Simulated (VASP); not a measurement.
Input of a VASP 6.6.1 run:

Contents of POSCAR:

```
C
1.0
    0.0000000000      1.7801417069      1.8246452496
    1.7801417069      0.0000000000      1.8246452496
    1.7801417069      1.7801417069      0.0000000000
C
2
Direct
    0.5000000000      0.5000000000      0.5000000000
    0.7500000000      0.7500000000      0.7500000000
```

The input INCAR.step1:

```
PREC = Accurate
ENCUT = 1430
ISMEAR = 0
SIGMA = 0.05
LREAL = F
LASPH = T
NELM = 120
NBANDS = 11
GGA = PE
ALGO = Normal
EDIFF = 1E-5
LWAVE = T
LCHARG = F
GGA_COMPAT = F
```

The input INCAR.step2:

```
PREC = Accurate
ENCUT = 1430
EDIFF = 1E-6
ISMEAR = 0
SIGMA = 0.05
LREAL = F
LASPH = T
NELM = 120
ALGO = Normal
ISIF = 2
LWAVE = F
LCHARG = T
METAGGA = R2SCAN
LMIXTAU = T
LELF = T
LVHAR = T
NBANDS = 11
ISTART = 1
GGA_COMPAT = F
```

The input KPOINTS:

```
regular mesh
0
Gamma
  12 12 12
```

Potentials or basis: VASP PAW PBE potentials, release 64 (C_h).

Launch:

```console
$ cat potpaw_PBE.64/C_h/POTCAR > POTCAR
$ cp INCAR.step1 INCAR
$ mpirun -np 1 vasp_std > vasp.out
$ cp INCAR.step2 INCAR
$ mpirun -np 1 vasp_std > vasp.out
```

Question: Predict the band gap on the k mesh.

Answer: 4.00 eV (least direct gap 5.59 eV).

Question: Predict the pressure.

Answer: -11.2 GPa.

Stress tensor (GPa, compression positive):
```
 -3.05   0.00   0.00
  0.00  -3.05   0.00
  0.00   0.00 -27.52
```

Caveat: the cell differs from its parent crystal (strain +0.000 along x and y, +0.025 along z); the stress differs along the axes, from -28 to -3 GPa; the PAW data sets were made with another functional, which shifts forces and pressure a little. A k mesh can miss the band edges.
